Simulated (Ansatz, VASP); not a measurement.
One calculation of LaScF, two programs

INCAR

```
ALGO = Normal
EDIFF = 1E-6
EDIFFG = -0.04
ENCUT = 600
GGA = PE
IBRION = 2
ISIF = 3
ISMEAR = 0
LASPH = T
LCHARG = F
LREAL = F
LWAVE = F
NELM = 80
NSW = 90
PREC = Accurate
SIGMA = 0.1
```

File KPOINTS:

```
k-points
0
Gamma
  4 4 4
```

POSCAR

```
LaScF
1.0
    3.8019207200      0.0000000000      0.0000000000
    0.0000000000      3.8019207200      0.0000000000
    0.0000000000      0.0000000000      5.0800795800
La Sc F
1 1 1
Direct
    0.0000000000      0.0000000000      0.0000000000
    0.0000000000      0.0000000000      0.5000000000
    0.5000000000      0.5000000000      0.5000000000
```

Input for Ansatz:

```yaml
crystal:
  lattice:
    - [3.80192072, 0.0, 0.0]
    - [0.0, 3.80192072, 0.0]
    - [0.0, 0.0, 5.08007958]
  atoms:
    - { symbol: La, position: [0.0, 0.0, 0.0] }
    - { symbol: Sc, position: [0.0, 0.0, 0.5] }
    - { symbol: F, position: [0.5, 0.5, 0.5] }
basis:
  ecutwfc: 420
kpoints:
  mp_grid: { grid: [4, 4, 4] }
hamiltonian:
  xc: pbe
scf:
  occupations: { method: gaussian, width: 0.1 }
  lower_state_search: "off"
output:
  forces: true
  stress: true
  eigenvalues: true
relax:
  adjacent_minimum: "off"
  f_tol: 0.04
  max_steps: 70
  cell: { stress_tol: 0.4 }
```

Alike in both runs: task relaxation of cell and atoms; functional PBE; k mesh 4 × 4 × 4; occupations gaussian, width 0.1 eV; no spin polarisation.

```csv
,VASP,Ansatz
version,VASP 6.6.1,Ansatz 0.2.0
potentials or method,"VASP PAW PBE potentials, release 64 (La, Sc_sv, F), cutoff 600 eV","scalar-relativistic, plane waves, PAW"
valence electrons in the cell,29,29
```

VASP gave:

```
gap on the k mesh at the Fermi level, each at its own relaxed structure (eV) : none
relaxed volume (Å³/atom)                                                     : 22.77
relaxed length of the cell vector where the two differ most in proportion (Å)              : 6.831
```

Estimate Ansatz's values.

gap on the k mesh at the Fermi level, each at its own relaxed structure (eV): none; relaxed volume (Å³/atom): 23.67; relaxed length of the cell vector where the two differ most in proportion (Å): 7.157.

A gap of «none» marks a metal or a gap that the smearing closes.

The k mesh is coarse, so the values compare programs but aren't converged. Spin-orbit coupling is off throughout.
